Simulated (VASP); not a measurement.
The system is Ge5P.

```xyz
6
Lattice="0.0000 3.9933 3.9933 3.9933 0.0000 3.9933 3.9933 3.9933 0.0000" Properties=species:S:1:pos:R:3 pbc="T T T"
Ge    1.9967    1.9967    1.9967
Ge    4.9794    3.0072    3.0072
Ge    4.9794    4.9794    4.9794
Ge    3.0072    3.0072    4.9794
Ge    3.0072    4.9794    3.0072
P     0.0000    0.0000    0.0000
```

The cell was generated, and may not be a known phase.

| Item | Value |
| --- | --- |
| Program | VASP 6.6.1 |
| Task | relaxation of cell and atoms |
| Functional | PBE |
| Potentials or basis | VASP PAW PBE potentials, release 64 (Ge_d, P) |
| Cutoff | 600 eV |
| k mesh | 8 × 8 × 8 |
| Occupations | gaussian, width 0.1 eV |
| Spin | no spin polarisation |

At the start: pressure -4.0 GPa; volume 21.23 Å³/atom.

Question: Where does the relaxation end?

Answer: Over 6 steps the energy falls by 23.6 meV/atom and the volume is 19.61 Å³/atom (-7.6 %); space group F-43m (No. 216, to 0.1 Å) before and after.

Step by step:
| step | energy change (eV) | largest force (eV/Å) | pressure (GPa) | volume (Å³) |
| --- | --- | --- | --- | --- |
| 1 | 0.0000 | 0.2197 | -4.00 | 127.36 |
| 2 | -0.1363 | 0.1998 | 0.03 | 117.83 |
| 3 | -0.1364 | 0.1980 | 0.14 | 117.61 |
| 4 | -0.1413 | 0.0504 | 0.11 | 117.64 |
| 5 | -0.1417 | 0.0010 | 0.09 | 117.65 |
| 6 | -0.1416 | 0.0034 | 0.08 | 117.65 |

Final structure:
```
Ge P
1.0
     0.00000    3.88914    3.88914
     3.88914    0.00000    3.88914
     3.88914    3.88914    0.00000
Ge P
5 1
Direct
  0.25000 0.25000 0.25000
  0.12433 0.62522 0.62522
  0.62522 0.62522 0.62522
  0.62522 0.62522 0.12433
  0.62522 0.12433 0.62522
  0.00000 0.00000 0.00000
```

Caveat: an odd number of electrons without spin polarisation forces a metal; a magnetic or distorted state may lie lower.
